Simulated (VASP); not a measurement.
# Te2Mo in VASP: notebook

The runs below take Te2Mo through single point, with PBEsol, LDA, r2SCAN.

All numbers are computed with VASP 6.6.1; they aren't measurements. Logs are shortened: lines on timing, memory, paths and dates and some standing lists are left out, and cuts for length are marked.

### Step 1. The cell of the first run

The cell holds a slab with vacuum, 3 atoms: a = 3.607 Å, b = 3.607 Å, c = 17.755 Å, α = 90.00°, β = 90.00°, γ = 120.00°.

### Step 2. Single point, PBEsol (volume scaled by 1.04)

INCAR reads:

```
SYSTEM = Te2Mo
PREC = Accurate
ENCUT = 520
EDIFF = 1E-6
ISMEAR = -1
SIGMA = 0.05
LREAL = .FALSE.
LASPH = .TRUE.
NELM = 60
ALGO = Normal
ISIF = 2
LWAVE = .FALSE.
LCHARG = .FALSE.
GGA = PS
NBANDS = 20
```

KPOINTS reads:

```
regular mesh
0
G
  9 9 2
  0 0 0
```

POSCAR reads:

```
Te2Mo
1.0
    3.6070833553      0.0000000000      0.0000000000
   -1.8035416776      3.1238258192      0.0000000000
    0.0000000000      0.0000000000     17.7546639734
Te Mo
2 1
Direct
    0.3333333333      0.6666666667      0.1021445500
    0.3333333333      0.6666666667      0.8978554500
    0.0000000000      0.0000000000      0.0000000000
```

Potentials or basis: VASP PAW PBE potentials, release 64 (Te, Mo_sv).

Run with:

```bash
> cat potpaw_PBE.64/Te/POTCAR potpaw_PBE.64/Mo_sv/POTCAR > POTCAR
> mpirun -np 1 vasp_std > vasp.out
```

OUTCAR:

```text
SYSTEM = Te2Mo
   PREC = Accurate
   ENCUT = 520
   EDIFF = 1E-6
   ISMEAR = -1
   LREAL = .FALSE.
   LASPH = .TRUE.
   NELM = 60
   ISIF = 2
   GGA = PS

 ion  position               nearest neighbor table
   1  0.333  0.667  0.102-   3 2.76   3 2.76   3 2.76   2 3.63
   2  0.333  0.667  0.898-   3 2.76   3 2.76   3 2.76   1 3.63
   3  0.000  0.000  0.000-   1 2.76   2 2.76   1 2.76   2 2.76   1 2.76   2 2.76

  LATTYP: Found a hexagonal cell.
 ALAT       =     3.6070833553
 C/A-ratio  =     4.9221662558

  Lattice vectors:

 A1 = (   3.6070833553,   0.0000000000,   0.0000000000)
 A2 = (  -1.8035416776,   3.1238258192,   0.0000000000)
 A3 = (   0.0000000000,   0.0000000000,  17.7546639734)

Analysis of symmetry for initial positions (statically):
[... 9 lines left out ...]
 out of a pool of 24 trial point group operations.

The static configuration has the point symmetry D_3h.

Analysis of symmetry for dynamics (positions and initial velocities):
[... 9 lines left out ...]
 out of a pool of 24 trial point group operations.

The dynamic configuration has the point symmetry D_3h.

 Subroutine INISYM returns: Found 12 space group operations
[... 5 lines left out ...]
                                     Primitive cell

  volume of cell :     200.0578

  direct lattice vectors                    reciprocal lattice vectors
     3.607083355  0.000000000  0.000000000     0.277232296  0.160060141  0.000000000
    -1.803541678  3.123825819  0.000000000     0.000000000  0.320120281  0.000000000
     0.000000000  0.000000000 17.754663973     0.000000000  0.000000000  0.056323229

  length of vectors
     3.607083355  3.607083355 17.754663973     0.320120281  0.320120281  0.056323229

  position of ions in fractional coordinates (direct lattice)
     0.333333333  0.666666667  0.102144550
     0.333333333  0.666666667  0.897855450
     0.000000000  0.000000000  0.000000000

  ion indices of the primitive-cell ions
   primitive index   ion index
                 1           1
                 2           2
                 3           3

----------------------------------------------------------------------------------------

 KPOINTS: regular mesh

Automatic generation of k-mesh.
 Grid dimensions read from file:
 generate k-points for:    9    9    2

 Generating k-lattice:

  Cartesian coordinates                     Fractional coordinates (reciprocal lattice)
     0.030803588  0.017784460  0.000000000     0.111111111  0.000000000  0.000000000
     0.000000000  0.035568920  0.000000000     0.000000000  0.111111111  0.000000000
     0.000000000  0.000000000  0.028161614     0.000000000  0.000000000  0.500000000

  Length of vectors
     0.035568920  0.035568920  0.028161614

  Shift w.r.t. Gamma in fractional coordinates (k-lattice)
[... 8 lines left out ...]
            Coordinates               Weight
  0.000000  0.000000  0.000000      1.000000
  0.111111 -0.000000  0.000000      6.000000
  0.222222 -0.000000  0.000000      6.000000
  0.333333  0.000000  0.000000      6.000000
  0.444444 -0.000000  0.000000      6.000000
  0.111111  0.111111  0.000000      6.000000
[... 16 lines left out ...]
  0.333333  0.222222  0.500000     12.000000
  0.333333  0.333333  0.500000      2.000000
   k-points           NKPTS =     24   k-points in BZ     NKDIM =     24   number of bands    NBANDS=     20
   number of dos      NEDOS =    301   number of ions     NIONS =      3
   total plane-waves  NPLWV = 109760
   dimension x,y,z NGX =    28 NGY =   28 NGZ =  140
   dimension x,y,z NGXF=    56 NGYF=   56 NGZF=  280
   ions per type =               2   1
   NGX,Y,Z   is equivalent  to a cutoff of  12.90, 12.90, 13.11 a.u.
   NGXF,Y,Z  is equivalent  to a cutoff of  25.81, 25.81, 26.22 a.u.
 SYSTEM =  Te2Mo
   PREC   = accura    normal or accurate (medium, high low for compatibility)
   ISTART =      0    job   : 0-new  1-cont  2-samecut
   ICHARG =      2    charge: 1-file 2-atom 10-const
   ISPIN  =      1    spin polarized calculation?
   LNONCOLLINEAR =      F non collinear calculations
   LSORBIT =      F    spin-orbit coupling
   LASPH  =      T    aspherical Exc in radial PAW
   ENCUT  =  520.0 eV  38.22 Ry    6.18 a.u.   6.71  6.71 33.01*2*pi/ulx,y,z
   NELM   =     60;   NELMIN=  2; NELMDL= -5     # of ELM steps
   EDIFF  = 0.1E-05   stopping-criterion for ELM
   LREAL  =      F    real-space projection
   EDIFFG = 0.1E-04   stopping-criterion for IOM
   NSW    =      0    number of steps for IOM
   IBRION =     -1    ionic relax: 0-MD 1-quasi-New 2-CG
   NFREE  =      0    steps in history (QN), initial steepest desc. (CG)
   ISIF   =      2    stress and relaxation
   ISYM   =      2    0-nonsym 1-usesym 2-fastsym
   POTIM  = 0.5000    time-step for ionic-motion
   TEBEG  =    0.0;   TEEND  =   0.0 temperature during run
   PSTRESS=    0.0 pullay stress
   NELECT =      26.0000    total number of electrons
   NUPDOWN=      -1.0000    fix difference up-down
   EMIN   =  10.00;   EMAX   =-10.00  energy-range for DOS
   EFERMI =   0.00;   METHOD = LEGACY
   ISMEAR =    -1;   SIGMA  =   0.05  broadening in eV -4-tet -1-fermi 0-gaus
   EFERMI_NEDOS =   21; number of points for ismear=-14 and -15
   IALGO  =     38    algorithm
   IMIX   =      4    mixing-type and parameters
     AMIX     =   0.40;   BMIX     =  1.00
     AMIX_MAG =   1.60;   BMIX_MAG =  1.00
  volume/ion in A,a.u.               =      66.69       450.02
  Fermi-wavevector in a.u.,A,eV,Ry     =   0.829241  1.567038  9.355920  0.687641
  Thomas-Fermi vector in A             =   1.941754
   LORBIT       =      0    0 simple, 1 ext, 2 COOP (PROOUT), +10 PAW based schemes
   GGA     = PS    functional components
   LHFCALC =     F    Hartree Fock is set to
   AEXX    =    0.0000 exact exchange contribution
   IVDW    =     0    specifies the selected vdW correction
   LEPSILON=     F    determine dielectric tensor
   LRPA    =     F    only Hartree local field effects (RPA)
 non-spin polarized calculation
  energy-cutoff  :      520.00
  volume of cell :      200.06
 maximum number of plane-waves:      5418
 NGX is ok and might be reduce to    28
   NGX = 13   NGY = 13   NGZ = 67

 number of electron      26.0000001 magnetization

 Free energy of the ion-electron system (eV)
  ---------------------------------------------------
  ext. energy  EPLUGINS =         0.00000000
  ---------------------------------------------------
  free energy    TOTEN  =       -19.50504021 eV

  energy without entropy =      -19.50503703  energy(sigma->0) =      -19.50503862

 E-fermi :   0.3284     XC(G=0):  -4.6544

 val. band max:       -0.1679708846   @ k =   0.3333   0.3333   0.5000
 cond. band min:       0.8200406868   @ k =   0.3333   0.3333   0.5000
 fundamental gap:      0.9880115714
 Fermi energy:         0.3284150942

 k-point     1 :       0.0000    0.0000    0.0000
  band No.  band energies     occupation
      1     -60.8177      2.00000
      2     -34.9609      2.00000
      3     -34.8832      2.00000
      4     -34.8832      2.00000
      5     -12.5271      2.00000
      6     -11.6164      2.00000
[... 12 lines left out ...]
     19       4.6277      0.00000
     20       5.2704      0.00000

 k-point     2 :       0.1111   -0.0000    0.0000
  band No.  band energies     occupation
      1     -60.8169      2.00000
      2     -34.9584      2.00000
      3     -34.8947      2.00000
      4     -34.8859      2.00000
      5     -12.3717      2.00000
      6     -11.5086      2.00000
[... 12 lines left out ...]
     19       4.8248      0.00000
     20       5.6126      0.00000

 k-point     3 :       0.2222   -0.0000    0.0000
  band No.  band energies     occupation
      1     -60.8149      2.00000
      2     -34.9522      2.00000
      3     -34.9236      2.00000
      4     -34.8927      2.00000
      5     -11.9355      2.00000
      6     -11.2077      2.00000
[... 12 lines left out ...]
     19       5.3693      0.00000
     20       6.0710      0.00000

 k-point     4 :       0.3333    0.0000    0.0000
  band No.  band energies     occupation
      1     -60.8127      2.00000
      2     -34.9562      2.00000
      3     -34.9451      2.00000
      4     -34.9004      2.00000
      5     -11.3300      2.00000
      6     -10.7989      2.00000
[... 12 lines left out ...]
     19       5.6170      0.00000
     20       5.9517      0.00000

 k-point     5 :       0.4444   -0.0000    0.0000
  band No.  band energies     occupation
      1     -60.8112      2.00000
      2     -34.9774      2.00000
      3     -34.9404      2.00000
      4     -34.9055      2.00000
      5     -10.8252      2.00000
      6     -10.4729      2.00000
[... 12 lines left out ...]
     19       5.7268      0.00000
     20       6.1368      0.00000

 k-point     6 :       0.1111    0.1111    0.0000
  band No.  band energies     occupation
      1     -60.8155      2.00000
      2     -34.9540      2.00000
      3     -34.9139      2.00000
      4     -34.8916      2.00000
      5     -12.0753      2.00000
      6     -11.3036      2.00000
[... 12 lines left out ...]
     19       5.2010      0.00000
     20       6.0120      0.00000

 k-point     7 :       0.2222    0.1111    0.0000
  band No.  band energies     occupation
      1     -60.8134      2.00000
      2     -34.9474      2.00000
      3     -34.9423      2.00000
      4     -34.9012      2.00000
      5     -11.5484      2.00000
      6     -10.9433      2.00000
[... 12 lines left out ...]
     19       5.8699      0.00000
     20       6.3682      0.00000
[... 277 lines left out ...]
 k-point    20 :       0.3333    0.1111    0.5000
  band No.  band energies     occupation
      1     -60.8115      2.00000
      2     -34.9670      2.00000
      3     -34.9415      2.00000
      4     -34.9098      2.00000
      5     -10.9688      2.00000
      6     -10.5585      2.00000
[... 12 lines left out ...]
     19       6.2539      0.00000
     20       6.3480      0.00000

 k-point    21 :       0.4444    0.1111    0.5000
  band No.  band energies     occupation
      1     -60.8108      2.00000
      2     -34.9768      2.00000
      3     -34.9392      2.00000
      4     -34.9132      2.00000
      5     -10.6893      2.00000
      6     -10.3802      2.00000
[... 12 lines left out ...]
     19       6.5271      0.00000
     20       6.8220      0.00000

 k-point    22 :       0.2222    0.2222    0.5000
  band No.  band energies     occupation
      1     -60.8117      2.00000
      2     -34.9583      2.00000
      3     -34.9420      2.00000
      4     -34.9162      2.00000
      5     -11.0298      2.00000
      6     -10.5931      2.00000
[... 12 lines left out ...]
     19       6.2309      0.00000
     20       6.4001      0.00000

 k-point    23 :       0.3333    0.2222    0.5000
  band No.  band energies     occupation
      1     -60.8105      2.00000
      2     -34.9661      2.00000
      3     -34.9384      2.00000
      4     -34.9285      2.00000
      5     -10.6220      2.00000
      6     -10.3234      2.00000
[... 12 lines left out ...]
     19       6.0091      0.00000
     20       6.8148      0.00000

 k-point    24 :       0.3333    0.3333    0.5000
  band No.  band energies     occupation
      1     -60.8101      2.00000
      2     -34.9572      2.00000
      3     -34.9444      2.00000
      4     -34.9372      2.00000
      5     -10.4774      2.00000
      6     -10.2230      2.00000
[... 12 lines left out ...]
     19       4.8966      0.00000
     20       7.1343      0.00000

------------------------ aborting loop because EDIFF is reached ----------------------------------------

  FORCE on cell =-STRESS in cart. coord.  units (eV):
  Direction    XX          YY          ZZ          XY          YZ          ZX
  --------------------------------------------------------------------------------------
  -------------------------------------------------------------------------------------
  Total       -3.1088337     -3.1088337     -2.4209026     -0.0000000      0.0000000      0.0000000
  in kB      -24.8973213    -24.8973213    -19.3879752     -0.0000000      0.0000000      0.0000000
  external PRESSURE =     -23.0608726 kB  Pullay stress =       0.0000000 kB

 VOLUME and BASIS-vectors are now :
 -----------------------------------------------------------------------------
  energy-cutoff  :      520.00
  volume of cell :      200.06
      direct lattice vectors                 reciprocal lattice vectors
     3.607083355  0.000000000  0.000000000     0.277232296  0.160060141  0.000000000
    -1.803541678  3.123825819  0.000000000     0.000000000  0.320120281  0.000000000
     0.000000000  0.000000000 17.754663973     0.000000000  0.000000000  0.056323229

 POSITION                                       TOTAL-FORCE (eV/Angst)
 -----------------------------------------------------------------------------------
     -0.00000      2.08255      1.81354         0.000000      0.000000     -0.664381
     -0.00000      2.08255     15.94112         0.000000      0.000000      0.664381
      0.00000      0.00000      0.00000        -0.000000     -0.000000      0.000000
 -----------------------------------------------------------------------------------
    total drift:                                0.000000     -0.000000     -0.000000

  FREE ENERGIE OF THE ION-ELECTRON SYSTEM (eV)
  ---------------------------------------------------
  free  energy   TOTEN  =       -19.5050402129 eV

  energy  without entropy=      -19.5050370347  energy(sigma->0) =      -19.50503862
```

Run time: 86 s. Hardware: 1 thread of Intel Xeon Platinum 8488C (Sapphire Rapids), shared host; peak memory 0.36 GiB.

What came out:

```
Free energy            : -19.5050 eV
Largest force          : 0.664 eV/Å
Band gap on the k mesh : 0.99 eV, direct
```

Forces in eV/Å, atoms in the order of the input:
```
Te   0.000  0.000 -0.664
Te   0.000  0.000  0.664
Mo   0.000  0.000  0.000
```

Caveat: the PAW data sets were made with another functional, which shifts forces and pressure a little; spin-orbit coupling is left out, which moves the levels of the heavy elements.

(Part 1 of 2 ends here.)
